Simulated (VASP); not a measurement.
Set up this calculation in VASP 6.6.1, as the native input.

```
Task                   : single point
Functional             : PBE
Potentials or basis    : VASP PAW PBE potentials, release 64 (Fe)
Cutoff                 : 520 eV
k mesh                 : 12 × 12 × 12
Occupations            : gaussian, width 0.15 eV
Spin                   : collinear spin, ferromagnetic start
Starting moments       : [2.44] μB
Dipole correction      : no
Further INCAR settings : ALGO = Normal; EDIFF = 1e-07; NBANDS = 14
```

The structure of Fe lies in POSCAR:

```
Fe
1.0
   -1.2299654473      1.2299654473      1.9258798974
    1.2299654473     -1.2299654473      1.9258798974
    1.2299654473      1.2299654473     -1.9258798974
Fe
1
Direct
    0.0000000000      0.0000000000      0.0000000000
```

This cell differs from its parent crystal: volume 11.654 Å^3 an atom, c/a of the conventional cell 1.5658.

These files were run (other wordings do the same):

INCAR

```
SYSTEM = Fe
ALGO     = Normal         ! electronic algorithm
EDIFF    = 1E-7           ! SCF threshold, eV
ENCUT    = 520            ! plane-wave cutoff, eV
GGA      = PE             ! functional
ISIF     = 2              ! what is computed and relaxed
ISMEAR   = 0              ! smearing method
ISPIN    = 2              ! spin polarisation
LASPH    = .TRUE.         ! aspherical terms in the spheres
LCHARG   = .FALSE.        ! write CHGCAR
LMAXMIX  = 4              ! l up to which the mixer works
LORBIT   = 11             ! projections on sites
LREAL    = .FALSE.        ! projectors in reciprocal space
LWAVE    = .FALSE.        ! write WAVECAR
MAGMOM   = 2.44           ! initial moments
NBANDS   = 14             ! bands
NELM     = 150            ! most SCF steps
PREC     = Accurate       ! precision mode
SIGMA    = 0.15           ! smearing width, eV
```

KPOINTS

```
k-points
0
G
  12 12 12
  0 0 0
```

Potentials or basis: VASP PAW PBE potentials, release 64 (Fe).

The run is started by

```bash
$ cat potpaw_PBE.64/Fe/POTCAR > POTCAR
$ mpirun -np 1 vasp_std > vasp.out
```

Results of the run:

```json
{
  "Pressure": "0.9 GPa",
  "Net moment": "2.36 μB per cell",
  "Site moments": "Fe +2.36 μB",
  "Valence electrons inside the program's atomic spheres": "Fe 7.22"
}
```

Wall time 74 s on 1 thread of AMD EPYC 7R43 64-Core Processor (Zen 3), with other jobs on the host, peak memory 0.13 GiB.
